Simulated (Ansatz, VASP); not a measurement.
## As in VASP and in Ansatz

```
As
1.0
     5.36870    0.00000    0.00000
     0.00000    5.36870    0.00000
     0.00000    0.00000    5.36870
As
7
Direct
  0.50000 0.50000 0.00000
  0.00000 0.50000 0.50000
  0.50000 0.00000 0.50000
  0.50000 0.50000 0.50000
  0.50000 0.00000 0.00000
  0.00000 0.50000 0.00000
  0.00000 0.00000 0.50000
```

Alike in both runs: functional PBE; k mesh 8 × 8 × 8; occupations gaussian, width 0.1 eV; no spin polarisation.

Ansatz relaxed the structure, and its values are those at the end. VASP's run is a single point on that final structure, the one shown.

|  | VASP | Ansatz |
| --- | --- | --- |
| version | VASP 6.6.1 | Ansatz 0.2.0 |
| potentials or method | VASP PAW PBE potentials, release 64 (As), cutoff 520 eV | scalar-relativistic, plane waves, PAW |
| valence electrons in the cell | 35 | 105 |

```tsv
	VASP	Ansatz	Ansatz less VASP
gap on the k mesh at the Fermi level (eV)	none	none	-
pressure (GPa)	0.1	0.0	-0.14
```

A gap of «none» marks a metal or a gap that the smearing closes. VASP's potentials hold 35 valence electrons a cell and Ansatz's 105, so a difference there can come from the potentials and not from the codes.
